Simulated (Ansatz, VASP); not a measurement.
**Mg in VASP and in Ansatz**

```
CELL_PARAMETERS angstrom
0.00000 3.15382 3.15382
3.15382 0.00000 3.15382
3.15382 3.15382 0.00000
ATOMIC_POSITIONS crystal
Mg 0.12500 0.12500 0.12500
Mg 0.87500 0.87500 0.87500
```

Alike in both runs: task relaxation of cell and atoms; functional PBEsol; k mesh 9 × 9 × 9; occupations fermi-dirac, width 0.1 eV; no spin polarisation.

|  | VASP | Ansatz |
| --- | --- | --- |
| version | VASP 6.6.1 | Ansatz 0.2.0 |
| potentials or method | VASP PAW PBE potentials, release 64 (Mg), cutoff 600 eV | plane waves (420 eV) with PAW, scalar-relativistic |
| valence electrons in the cell | 4 | 20 |

```csv
,VASP,Ansatz,Ansatz less VASP
relaxed volume (Å³/atom),38.86,38.86,0.000
relaxed length of the cell vector where the two differ most in proportion (Å),4.790,4.790,0.0000
```

VASP's potentials were made for PBE, not for PBEsol, and Ansatz warns of the same on its side. VASP's potentials hold 4 valence electrons a cell and Ansatz's 20, so a difference there can come from the potentials and not from the codes.

Noted on VASP's run: the volume moved by over 15 % at a fixed basis, so the end points are rough.
